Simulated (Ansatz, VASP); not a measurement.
One calculation of Si12CN16, two programs

```xyz
29
Lattice="7.6634 0.0000 0.0000 -3.8317 6.6367 0.0000 0.0000 0.0000 5.8523" Properties=species:S:1:pos:R:3 pbc="T T T"
Si   -1.3857    5.4511    2.1926
Si    2.2375    1.4841    0.7134
Si    4.0308    3.9444    0.7446
Si   -0.1725    2.6694    2.1975
Si    1.6002    5.0742    2.2136
Si    5.1668    1.1659    0.8589
Si   -1.3788    5.3956    5.1225
Si    2.2620    1.4890    3.6507
Si    4.0430    3.9459    3.6643
Si   -0.1811    2.4483    5.0825
Si    1.5993    4.9844    5.1512
Si    5.2571    1.1935    3.6278
N     0.0039    4.3911    2.1859
N     3.8229    2.2021    0.7679
N     4.8182    4.4804    2.1957
N    -1.3318    6.3793    0.7101
N     2.4026    4.5773    0.7653
N     1.3901    1.8752    2.1824
N    -1.0756    2.2022    0.7791
N     5.1880    0.1683    2.2426
N    -0.0039    4.3288    5.0990
N     3.8548    2.2013    3.6372
N     4.8382    4.4012    5.1367
N    -1.4060    6.3749    3.6770
N     2.4493    4.6738    3.6743
N     1.5570    2.0836    5.1023
N    -1.0164    2.1915    3.5833
N     5.5456    0.2849    5.1879
C    -0.6399    0.6769   -0.1347
```

Alike in both runs: functional PBE; k mesh 1 × 1 × 1; occupations fermi-dirac, width 0.01 eV; no spin polarisation.

Ansatz relaxed the structure, and its values are those at the end. VASP's run is a single point on that final structure, the one shown.

|  | VASP | Ansatz |
| --- | --- | --- |
| version | VASP 6.6.1 | Ansatz 0.2.0 |
| potentials or method | VASP PAW PBE potentials, release 64 (Si, N, C), cutoff 520 eV | plane-wave PAW DFT |
| valence electrons in the cell | 132 | 132 |

Ansatz gave:

| Item | Value |
| --- | --- |
| rms of the force components (eV/Å) | 0.003 |

Question: Estimate VASP's values.

Answer: rms of the force components (eV/Å): 0.008.

The functional is the same, so the differences come from potentials, cutoffs and numerics.
